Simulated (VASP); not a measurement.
Here is a VASP 6.6.1 calculation.

File INCAR:

```
SYSTEM = C
PREC = Accurate
ENCUT = 520
EDIFF = 1E-6
ISMEAR = -1
SIGMA = 0.05
LREAL = .False.
LASPH = .True.
NELM = 100
ALGO = Normal
ISIF = 2
LWAVE = .False.
LCHARG = .False.
GGA = CA
NBANDS = 16
```

The input KPOINTS:

```
regular mesh
0
Gamma
  12 12 12
  0 0 0
```

The input POSCAR:

```
C
1.0
    1.2165213504      0.7023589292      8.1706741485
   -1.2165213504      0.7023589292      8.1706741485
    0.0000000000     -1.4047178582      8.1706741485
C
4
Direct
    0.0871730800      0.0871730800      0.0871730800
    0.7538500600      0.7538500600      0.7538500600
    0.2461499400      0.2461499400      0.2461499400
    0.9128269200      0.9128269200      0.9128269200
```

Potentials or basis: VASP PAW LDA potentials, release 64 (C).

Launch:

```console
$ cat potpaw_LDA.64/C/POTCAR > POTCAR
$ mpirun -np 1 vasp_std > vasp.out
```

(1) What does it give for the largest force?

(2) Estimate the pressure.

Results:

(1) 0.008 eV/Å.

(2) 3.9 GPa.

Caveat: the stress differs along the axes, from -1 to 6 GPa.
